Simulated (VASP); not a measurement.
Ga2O3, 10 atoms in the cell. Symmetry: R-3c, No. 167, trigonal system. The conventional cell has a = 4.985 Å, b = 4.985 Å, c = 13.307 Å, α = 90.00°, β = 90.00°, γ = 120.00°. Ga (site symmetry 3) has 6 O at 1.92 to 2.07 Å within 2.5 Å. O (site symmetry 2) has 4 Ga at 1.92 to 2.07 Å within 2.5 Å.  This cell differs from its parent crystal: uniaxial z strain -1.0%.

```yaml
Program: VASP 6.6.1
Task: single point
Functional: r2SCAN
Potentials_or_basis: VASP PAW PBE potentials, release 64 (Ga_d, O)
Cutoff: 520 eV
k_mesh: 6 × 6 × 6
Occupations: gaussian, width 0.01 eV
Spin: no spin polarisation
Dipole_correction: no
Further_INCAR_settings: ALGO = Normal; EDIFF = 1e-06; NBANDS = 55
```

Potentials or basis: VASP PAW PBE potentials, release 64 (Ga_d, O).

The run is started by

```bash
$ cat potpaw_PBE.64/Ga_d/POTCAR potpaw_PBE.64/O/POTCAR > POTCAR
$ cp INCAR.step1 INCAR
$ mpirun -np 1 vasp_std > vasp.out
$ cp INCAR.step2 INCAR
$ mpirun -np 1 vasp_std > vasp.out
```

Hardware: 1 thread of Intel(R) Xeon(R) 6975P-C (Granite Rapids), on a shared host.

Q: How long does it take, and how much memory?

A: It took 7 min on 1 thread of Intel(R) Xeon(R) 6975P-C (Granite Rapids) (shared host), peak memory 0.32 GiB. Counts: k points 32.
